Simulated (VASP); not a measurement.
Wanted: the native input for a VASP 6.6.1 run.

- Task: single point
- Functional: r2SCAN
- Potentials or basis: VASP PAW PBE potentials, release 64 (Ag)
- Cutoff: 520 eV
- k mesh: 26 × 26 × 26
- Occupations: gaussian, width 0.15 eV
- Spin: no spin polarisation
- Dipole correction: no
- Further INCAR settings: ALGO = Normal; EDIFF = 1e-06; NBANDS = 12

Crystal: Ag.

```xyz
1
Lattice="-1.7160 1.7160 1.5934 1.7160 -1.7160 1.5934 1.7160 1.7160 -1.5934" Properties=species:S:1:pos:R:3 pbc="T T T"
Ag    0.0000    0.0000    0.0000
```

This cell differs from its parent crystal: strain +0.050 along x and y, -0.025 along z.

These files were run (other wordings do the same):

POSCAR

```
Ag
1.0
   -1.7159810308      1.7159810308      1.5934109572
    1.7159810308     -1.7159810308      1.5934109572
    1.7159810308      1.7159810308     -1.5934109572
Ag
1
Direct
    0.0000000000      0.0000000000      0.0000000000
```

INCAR.step1

```
PREC = Accurate ; ENCUT = 520
ISMEAR = 0 ; SIGMA = 0.15
LREAL = F ; LASPH = T
NELM = 100 ; NBANDS = 12
GGA = PE ; ALGO = Normal
EDIFF = 1E-4 ; LWAVE = T
LCHARG = F
```

INCAR.step2

```
PREC = Accurate ; ENCUT = 520
EDIFF = 1E-6 ; ISMEAR = 0
SIGMA = 0.15 ; LREAL = F
LASPH = T ; NELM = 100
ALGO = Normal ; ISIF = 2
LWAVE = F ; LCHARG = F
METAGGA = R2SCAN ; LMIXTAU = T
NBANDS = 12 ; ISTART = 1
```

KPOINTS

```
regular mesh
0
Gamma
  26 26 26
```

Potentials or basis: VASP PAW PBE potentials, release 64 (Ag).

The run is started by

```bash
$ cat potpaw_PBE.64/Ag/POTCAR > POTCAR
$ cp INCAR.step1 INCAR
$ mpirun -np 1 vasp_std > vasp.out
$ cp INCAR.step2 INCAR
$ mpirun -np 1 vasp_std > vasp.out
```

Results of the run:

| Item | Value |
| --- | --- |
| Pressure | -6.0 GPa |
| Band gap on the k mesh | zero (an odd number of electrons rules out a gap without spin polarisation) |

Caveat: the cell differs from its parent crystal (strain +0.050 along x and y, -0.025 along z); the cell stands under tension; the PAW data sets were made with another functional, which shifts forces and pressure a little.

Wall time 4 min on 1 thread of Intel(R) Xeon(R) 6975P-C (Granite Rapids), on a shared host, peak memory 0.39 GiB.
